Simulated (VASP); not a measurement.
Set up this calculation in VASP 6.6.1, as the native input.

```
Task                   : single point
Functional             : LDA
Potentials or basis    : VASP PAW LDA potentials, release 64 (Al, P)
Cutoff                 : 500 eV
k mesh                 : 10 × 10 × 10
Occupations            : gaussian, width 0.02 eV
Spin                   : no spin polarisation
Dipole correction      : no
Further INCAR settings : ALGO = Normal; EDIFF = 1e-06; NBANDS = 11
```

The structure of AlP (l) lies in POSCAR:

```
AlP
1.0
    0.0000000000      2.7168897679      2.7168897679
    2.7168897679      0.0000000000      2.7168897679
    2.7168897679      2.7168897679      0.0000000000
Al P
1 1
Direct
    0.0000000000      0.0000000000      0.0000000000
    0.2500000000      0.2500000000      0.2500000000
```

One way to write it, as run:

INCAR

```
SYSTEM = AlP
PREC = Accurate ; ENCUT = 500
EDIFF = 1E-6 ; ISMEAR = 0
SIGMA = 0.02 ; LREAL = .FALSE.
LASPH = .TRUE. ; NELM = 120
ALGO = Normal ; ISIF = 2
LWAVE = .FALSE. ; LCHARG = .FALSE.
GGA = CA ; NBANDS = 11
GGA_COMPAT = .FALSE.
```

KPOINTS

```
regular mesh
0
G
  10 10 10
  0 0 0
```

Potentials or basis: VASP PAW LDA potentials, release 64 (Al, P).

Launch:

```sh
$ cat potpaw_LDA.64/Al/POTCAR potpaw_LDA.64/P/POTCAR > POTCAR
$ mpirun -np 1 vasp_std > vasp.out
```

Results of the run:

- Pressure: 0.1 GPa
- Band gap on the k mesh: 1.41 eV, indirect (least direct gap 3.24 eV)

Wall time 16 s on 1 thread of AMD EPYC 7R43 64-Core Processor (Zen 3) (shared host), peak memory 0.11 GiB.
